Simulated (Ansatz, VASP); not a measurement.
# Ti in VASP and in Ansatz

INCAR

```
PREC = Accurate
ENCUT = 520
EDIFF = 1E-6
ISMEAR = 0
SIGMA = 0.15
LREAL = False
LASPH = True
NELM = 60
ALGO = Fast
ISIF = 2
LWAVE = False
LCHARG = False
GGA = PE
NBANDS = 19
```

The input KPOINTS:

```
Automatic mesh
0
Gamma
  18 18 10
```

The input POSCAR:

```
Ti
1.0
    2.9015286727      0.0000000000      0.0000000000
   -1.4507643364      2.5127975404      0.0000000000
    0.0000000000      0.0000000000      4.5924253350
Ti
2
Direct
    0.2567573194      0.6666666667      0.2500000000
    0.7432426806      0.3333333333      0.7500000000
```

Input for Ansatz:

```yaml
crystal:
  lattice:
    - [2.9015286727, 0.0, 0.0]
    - [-1.4507643364, 2.5127975404, 0.0]
    - [0.0, 0.0, 4.592425335]
  atoms:
    - { symbol: Ti, position: [0.2567573194, 0.6666666667, 0.25] }
    - { symbol: Ti, position: [0.7432426806, 0.3333333333, 0.75] }
basis:
  ecutwfc: 520.0
kpoints:
  mp_grid: { grid: [18, 18, 10] }
hamiltonian:
  xc: pbe
  pseudopotentials: { kind: paw, azcp: { folder: soft_1 } }
scf:
  occupations: { method: gaussian, width: 0.15 }
output:
  forces: true
  stress: true
  eigenvalues: true
```

Change from the starting cell: mode 4 frozen in at -0.225 Å, equal normal strain along x, y and z -0.0125.

Alike in both runs: task single point; functional PBE; k mesh 18 × 18 × 10; occupations gaussian, width 0.15 eV; no spin polarisation.

```csv
,VASP,Ansatz
version,VASP 6.6.1,Ansatz 0.2.0
potentials or method,"VASP PAW PBE potentials, release 64 (Ti_sv), cutoff 520 eV","scalar-relativistic, plane waves, PAW"
valence electrons in the cell,24,24
```

|  | VASP | Ansatz | Ansatz less VASP |
| --- | --- | --- | --- |
| gap on the k mesh at the Fermi level (eV) | none | none | - |
| pressure (GPa) | 3.1 | 3.6 | +0.46 |
| traceless stress, the component that is largest in VASP (GPa) | 4.19 | 4.25 | +0.060 |
| rms of the force components (eV/Å) | 0.240 | 0.237 | -0.0029 |

Atom by atom the forces differ by 0.004 eV/Å (rms over components). A gap of «none» marks a metal or a gap that the smearing closes.
